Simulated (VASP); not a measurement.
# TiB2 (P6/mmm) in VASP: notebook, part 3 of 3

VASP 6.6.1. The steps go on from the part before.

**5. Single point, r2SCAN**

This run uses another cell than the first one, of 8.38 Å³/atom, 0.942 times its volume.

File POSCAR:

```
TiB2
1.0
    3.0088691861      0.0000000000      0.0000000000
   -1.5044345930      2.6057571518      0.0000000000
    0.0000000000      0.0000000000      3.2067322330
Ti B
1 2
Direct
    0.0000000000      0.0000000000      0.0000000000
    0.6666666667      0.3333333333      0.5000000000
    0.3333333333      0.6666666667      0.5000000000
```

File INCAR.step1:

```
SYSTEM = TiB2
ALGO = Normal ; EDIFF = 1E-4
ENCUT = 520 ; GGA = PE
ISMEAR = -1 ; LASPH = .TRUE.
LCHARG = .FALSE. ; LREAL = .FALSE.
LWAVE = .TRUE. ; NBANDS = 16
NELM = 100 ; PREC = Accurate
SIGMA = 0.05
```

File INCAR.step2:

```
SYSTEM = TiB2
ALGO = Normal ; EDIFF = 1E-6
ENCUT = 520 ; ISIF = 2
ISMEAR = -1 ; ISTART = 1
LASPH = .TRUE. ; LCHARG = .FALSE.
LMIXTAU = .TRUE. ; LREAL = .FALSE.
LWAVE = .FALSE. ; METAGGA = R2SCAN
NBANDS = 16 ; NELM = 100
PREC = Accurate ; SIGMA = 0.05
```

File KPOINTS:

```
k-points
0
G
  10 10 8
  0 0 0
```

Potentials or basis: VASP PAW PBE potentials, release 64 (Ti_sv, B).

Started as:

```console
cat potpaw_PBE.64/Ti_sv/POTCAR potpaw_PBE.64/B/POTCAR > POTCAR
cp INCAR.step1 INCAR
mpirun -np 1 vasp_std > vasp.out
cp INCAR.step2 INCAR
mpirun -np 1 vasp_std > vasp.out
```

OUTCAR:

```text
SYSTEM = TiB2
   EDIFF = 1E-6
   ENCUT = 520
   ISIF = 2
   ISMEAR = -1
   ISTART = 1
   LASPH = .TRUE.
   LREAL = .FALSE.
   METAGGA = R2SCAN
   NELM = 100
   PREC = Accurate

 ion  position               nearest neighbor table
   1  0.000  0.000  0.000-   2 2.36   3 2.36   2 2.36   3 2.36   3 2.36   3 2.36   2 2.36   2 2.36
                             2 2.36   2 2.36   3 2.36   3 2.36
   2  0.667  0.333  0.500-   3 1.74   3 1.74   3 1.74   1 2.36   1 2.36   1 2.36   1 2.36   1 2.36
                             1 2.36
   3  0.333  0.667  0.500-   2 1.74   2 1.74   2 1.74   1 2.36   1 2.36   1 2.36   1 2.36   1 2.36
                             1 2.36

  LATTYP: Found a hexagonal cell.
 ALAT       =     3.0088691861
 C/A-ratio  =     1.0657599366

  Lattice vectors:

 A1 = (   3.0088691861,   0.0000000000,   0.0000000000)
 A2 = (  -1.5044345930,   2.6057571518,   0.0000000000)
 A3 = (   0.0000000000,   0.0000000000,   3.2067322330)

Analysis of symmetry for initial positions (statically):
=====================================================================
 Subroutine PRICEL returns:
 Original cell was already a primitive cell.

 Routine SETGRP: Setting up the symmetry group for a
 hexagonal supercell.

 Subroutine GETGRP returns: Found 24 space group operations
 (whereof 24 operations were pure point group operations)
 out of a pool of 24 trial point group operations.

The static configuration has the point symmetry D_6h.

Analysis of symmetry for dynamics (positions and initial velocities):
=====================================================================
 Subroutine PRICEL returns:
 Original cell was already a primitive cell.

 Routine SETGRP: Setting up the symmetry group for a
 hexagonal supercell.

 Subroutine GETGRP returns: Found 24 space group operations
 (whereof 24 operations were pure point group operations)
 out of a pool of 24 trial point group operations.

The dynamic configuration has the point symmetry D_6h.

 Subroutine INISYM returns: Found 24 space group operations
 (whereof 24 operations are pure point group operations),
 and found     1 'primitive' translations

----------------------------------------------------------------------------------------

                                     Primitive cell

  volume of cell :      25.1420

  direct lattice vectors                    reciprocal lattice vectors
     3.008869186  0.000000000  0.000000000     0.332350773  0.191882808  0.000000000
    -1.504434593  2.605757152  0.000000000     0.000000000  0.383765617  0.000000000
     0.000000000  0.000000000  3.206732233     0.000000000  0.000000000  0.311843936

  length of vectors
     3.008869186  3.008869186  3.206732233     0.383765617  0.383765617  0.311843936

  position of ions in fractional coordinates (direct lattice)
     0.000000000  0.000000000  0.000000000
     0.666666667  0.333333333  0.500000000
     0.333333333  0.666666667  0.500000000

  ion indices of the primitive-cell ions
   primitive index   ion index
                 1           1
                 2           2
                 3           3

----------------------------------------------------------------------------------------

 KPOINTS: k-points

Automatic generation of k-mesh.
 Grid dimensions read from file:
 generate k-points for:   10   10    8

 Generating k-lattice:

  Cartesian coordinates                     Fractional coordinates (reciprocal lattice)
     0.033235077  0.019188281  0.000000000     0.100000000 -0.000000000  0.000000000
     0.000000000  0.038376562  0.000000000     0.000000000  0.100000000  0.000000000
     0.000000000  0.000000000  0.038980492     0.000000000  0.000000000  0.125000000

  Length of vectors
     0.038376562  0.038376562  0.038980492

  Shift w.r.t. Gamma in fractional coordinates (k-lattice)
     0.000000000  0.000000000  0.000000000

 Subroutine IBZKPT returns following result:
 ===========================================

 Found     70 irreducible k-points:

 Following reciprocal coordinates:
            Coordinates               Weight
  0.000000  0.000000  0.000000      1.000000
  0.100000  0.000000  0.000000      6.000000
  0.200000  0.000000  0.000000      6.000000
  0.300000  0.000000  0.000000      6.000000
  0.400000 -0.000000  0.000000      6.000000
  0.500000 -0.000000  0.000000      3.000000
[... 16 lines left out ...]
  0.300000  0.100000  0.125000     24.000000
  0.400000  0.100000  0.125000     24.000000
 [... further k-points ...]
   k-points           NKPTS =     70   k-points in BZ     NKDIM =     70   number of bands    NBANDS=     16
   number of dos      NEDOS =    301   number of ions     NIONS =      3
   total plane-waves  NPLWV =  13824
   dimension x,y,z NGX =    24 NGY =   24 NGZ =   24
   dimension x,y,z NGXF=    48 NGYF=   48 NGZF=   48
   ions per type =               1   2
   NGX,Y,Z   is equivalent  to a cutoff of  13.26, 13.26, 12.44 a.u.
   NGXF,Y,Z  is equivalent  to a cutoff of  26.52, 26.52, 24.88 a.u.
 SYSTEM =  TiB2
   PREC   = accura    normal or accurate (medium, high low for compatibility)
   ISTART =      1    job   : 0-new  1-cont  2-samecut
   ICHARG =      0    charge: 1-file 2-atom 10-const
   ISPIN  =      1    spin polarized calculation?
   LNONCOLLINEAR =      F non collinear calculations
   LSORBIT =      F    spin-orbit coupling
   LASPH  =      T    aspherical Exc in radial PAW
   ENCUT  =  520.0 eV  38.22 Ry    6.18 a.u.   5.59  5.59  5.96*2*pi/ulx,y,z
   NELM   =    100;   NELMIN=  2; NELMDL=  0     # of ELM steps
   EDIFF  = 0.1E-05   stopping-criterion for ELM
   LREAL  =      F    real-space projection
   EDIFFG = 0.1E-04   stopping-criterion for IOM
   NSW    =      0    number of steps for IOM
   IBRION =     -1    ionic relax: 0-MD 1-quasi-New 2-CG
   NFREE  =      0    steps in history (QN), initial steepest desc. (CG)
   ISIF   =      2    stress and relaxation
   ISYM   =      2    0-nonsym 1-usesym 2-fastsym
   POTIM  = 0.5000    time-step for ionic-motion
   TEBEG  =    0.0;   TEEND  =   0.0 temperature during run
   PSTRESS=    0.0 pullay stress
   NELECT =      18.0000    total number of electrons
   NUPDOWN=      -1.0000    fix difference up-down
   EMIN   =  10.00;   EMAX   =-10.00  energy-range for DOS
   EFERMI =   0.00;   METHOD = LEGACY
   ISMEAR =    -1;   SIGMA  =   0.05  broadening in eV -4-tet -1-fermi 0-gaus
   EFERMI_NEDOS =   21; number of points for ismear=-14 and -15
   IALGO  =     38    algorithm
   IMIX   =      4    mixing-type and parameters
     AMIX     =   0.40;   BMIX     =  1.00
     AMIX_MAG =   1.60;   BMIX_MAG =  1.00
  volume/ion in A,a.u.               =       8.38        56.56
  Fermi-wavevector in a.u.,A,eV,Ry     =   1.464533  2.767565 29.182531  2.144855
  Thomas-Fermi vector in A             =   2.580497
   LORBIT       =      0    0 simple, 1 ext, 2 COOP (PROOUT), +10 PAW based schemes
   METAGGA = R2SCAN    functional components
   LHFCALC =     F    Hartree Fock is set to
   AEXX    =    0.0000 exact exchange contribution
   IVDW    =     0    specifies the selected vdW correction
   LEPSILON=     F    determine dielectric tensor
   LRPA    =     F    only Hartree local field effects (RPA)
 non-spin polarized calculation
  energy-cutoff  :      520.00
  volume of cell :       25.14
 maximum number of plane-waves:       696
 NGX is ok and might be reduce to    24
   NGX = 11   NGY = 11   NGZ = 11

 number of electron      18.0000000 magnetization

 Free energy of the ion-electron system (eV)
  ---------------------------------------------------
  ext. energy  EPLUGINS =         0.00000000
  ---------------------------------------------------
  free energy    TOTEN  =       -30.95890951 eV

  energy without entropy =      -30.95240885  energy(sigma->0) =      -30.95565918

 E-fermi :  10.3081     XC(G=0): -13.8532

 val. band max:       10.3032410817   @ k =   0.1000   0.0000   0.3750
 cond. band min:      10.3126903688   @ k =   0.3000   0.2000   0.0000
 fundamental gap:      0.0094492871
 Fermi energy:        10.3081318896

 k-point     1 :       0.0000    0.0000    0.0000
  band No.  band energies     occupation
      1     -48.9761      2.00000
      2     -24.2912      2.00000
      3     -23.9555      2.00000
      4     -23.9555      2.00000
      5      -4.2319      2.00000
      6       7.5510      2.00000
[... 8 lines left out ...]
     15      16.3959      0.00000
     16      17.6032      0.00000
[... 419 lines left out ...]
 k-point    24 :       0.4000    0.1000    0.1250
  band No.  band energies     occupation
      1     -48.9113      2.00000
      2     -24.3817      2.00000
      3     -24.2399      2.00000
      4     -24.0805      2.00000
      5      -0.3023      2.00000
      6       1.2647      2.00000
[... 8 lines left out ...]
     15      19.5143      0.00000
     16      20.4458      0.00000

 [... further k-points ...]
[... 5 lines left out ...]
  --------------------------------------------------------------------------------------
  -------------------------------------------------------------------------------------
  Total        0.8347270      0.8347270      0.7622646      0.0000000     -0.0000000      0.0000000
  in kB       53.1930759     53.1930759     48.5754038      0.0000000     -0.0000000      0.0000000
  external PRESSURE =      51.6538519 kB  Pullay stress =       0.0000000 kB

 VOLUME and BASIS-vectors are now :
 -----------------------------------------------------------------------------
  energy-cutoff  :      520.00
  volume of cell :       25.14
      direct lattice vectors                 reciprocal lattice vectors
     3.008869186  0.000000000  0.000000000     0.332350773  0.191882808  0.000000000
    -1.504434593  2.605757152  0.000000000     0.000000000  0.383765617  0.000000000
     0.000000000  0.000000000  3.206732233     0.000000000  0.000000000  0.311843936

 POSITION                                       TOTAL-FORCE (eV/Angst)
 -----------------------------------------------------------------------------------
      0.00000      0.00000      0.00000        -0.000000     -0.000000     -0.000000
      1.50443      0.86859      1.60337        -0.000000     -0.000000     -0.000000
     -0.00000      1.73717      1.60337         0.000000      0.000000      0.000000
 -----------------------------------------------------------------------------------
    total drift:                               -0.000000      0.000000      0.000000

  FREE ENERGIE OF THE ION-ELECTRON SYSTEM (eV)
  ---------------------------------------------------
  free  energy   TOTEN  =       -30.9589095055 eV

  energy  without entropy=      -30.9524088516  energy(sigma->0) =      -30.95565918
```

Run time: 49 s. Hardware: 1 thread of Intel Xeon Platinum 8488C (Sapphire Rapids), shared host; peak memory 0.16 GiB.

What came out:

* Free energy: -30.9589 eV
* Pressure: 5.2 GPa
* Band gap on the k mesh: zero (band 9 reaches 10.82 eV, above the bottom of band 10 at 10.15 eV)

Levels at points of the mesh, in eV from the Fermi level:
| k point | band 5 | band 6 | band 7 | band 8 | band 9 | band 10 | band 11 | band 12 | band 13 | band 14 |
| --- | --- | --- | --- | --- | --- | --- | --- | --- | --- | --- |
| (0.00, 0.00, 0.00) | -14.54 | -2.76 | -2.76 | -2.55 | -2.18 | 2.11 | 2.11 | 4.01 | 4.01 | 6.09 |
| (0.50, 0.00, 0.00) | -10.05 | -10.01 | -3.52 | -3.47 | -2.37 | 1.49 | 3.01 | 3.54 | 3.58 | 7.85 |
| (0.00, 0.00, 0.50) | -12.52 | -8.17 | -0.57 | -0.57 | -0.16 | -0.16 | 0.54 | 0.54 | 1.89 | 7.01 |
| (0.50, 0.00, 0.50) | -10.56 | -8.14 | -4.97 | -4.10 | -3.46 | 2.77 | 3.20 | 4.83 | 4.97 | 5.69 |

Caveat: the PAW data sets were made with another functional, which shifts forces and pressure a little.

**6. Summary**

| level | cell | gap on the mesh (eV) | pressure (GPa) |
| --- | --- | --- | --- |
| PBEsol | a = 3.069, b = 3.069, c = 3.271 Å, angles 90.0, 90.0, 120.0°, 3 atoms | none | -13.7 |
| r2SCAN | a = 2.967, b = 2.967, c = 3.162 Å, angles 90.0, 90.0, 120.0°, 3 atoms | none | 17.9 |
| r2SCAN | a = 2.988, b = 2.988, c = 3.185 Å, angles 90.0, 90.0, 120.0°, 3 atoms | none | 11.2 |
| r2SCAN | a = 3.009, b = 3.009, c = 3.207 Å, angles 90.0, 90.0, 120.0°, 3 atoms | none | 5.2 |

Alike in all rows: task single point; potentials or basis VASP PAW PBE potentials, release 64 (Ti_sv, B); no spin polarisation; k mesh 10 × 10 × 8; cutoff (eV) 520; smearing fermi-dirac 0.05 eV.

Caveats: the PAW data sets were made with another functional, which shifts forces and pressure a little.

Total energies depend on the potentials used, so only differences within one code and one set of settings carry meaning.
